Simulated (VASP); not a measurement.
Wanted: the native input for a VASP 6.6.1 run.

* Task: single point
* Functional: PBEsol
* Potentials or basis: VASP PAW PBE potentials, release 64 (Ag)
* Cutoff: 520 eV
* k mesh: 20 × 20 × 20
* Occupations: gaussian, width 0.15 eV
* Spin: no spin polarisation
* Dipole correction: no
* Further INCAR settings: ALGO = Normal; EDIFF = 1e-06; NBANDS = 12

The structure of Ag lies in POSCAR:

```
Ag
1.0
    0.0000000000      1.9613760000      2.1248240000
    1.9613760000      0.0000000000      2.1248240000
    1.9613760000      1.9613760000      0.0000000000
Ag
1
Direct
    0.0000000000      0.0000000000      0.0000000000
```

This cell differs from its parent crystal: strain -0.040 along x and y, +0.040 along z.

One way to write it, as run:

INCAR

```
PREC     = Accurate       # precision mode
ENCUT    = 520            # plane-wave cutoff, eV
EDIFF    = 1E-6           # SCF threshold, eV
ISMEAR   = 0              # smearing method
SIGMA    = 0.15           # smearing width, eV
LREAL    = False          # projectors in reciprocal space
LASPH    = True           # aspherical terms in the spheres
NELM     = 60             # most SCF steps
ALGO     = Normal         # electronic algorithm
ISIF     = 2              # what is computed and relaxed
LWAVE    = False          # write WAVECAR
LCHARG   = False          # write CHGCAR
GGA      = PS             # functional
NBANDS   = 12             # bands
```

KPOINTS

```
Automatic mesh
0
Gamma
  20 20 20
```

Potentials or basis: VASP PAW PBE potentials, release 64 (Ag).

Command:

```bash
$ cat potpaw_PBE.64/Ag/POTCAR > POTCAR
$ mpirun -np 1 vasp_std > vasp.out
```

Results of the run:

```
Pressure               : 2.4 GPa
Band gap on the k mesh : zero (an odd number of electrons rules out a gap without spin polarisation)
```

Caveat: the cell differs from its parent crystal (strain -0.040 along x and y, +0.040 along z); the PAW data sets were made with another functional, which shifts forces and pressure a little.

It took 30 s on 1 thread of Intel(R) Xeon(R) 6975P-C (Granite Rapids), with other jobs on the host, peak memory 0.24 GiB.
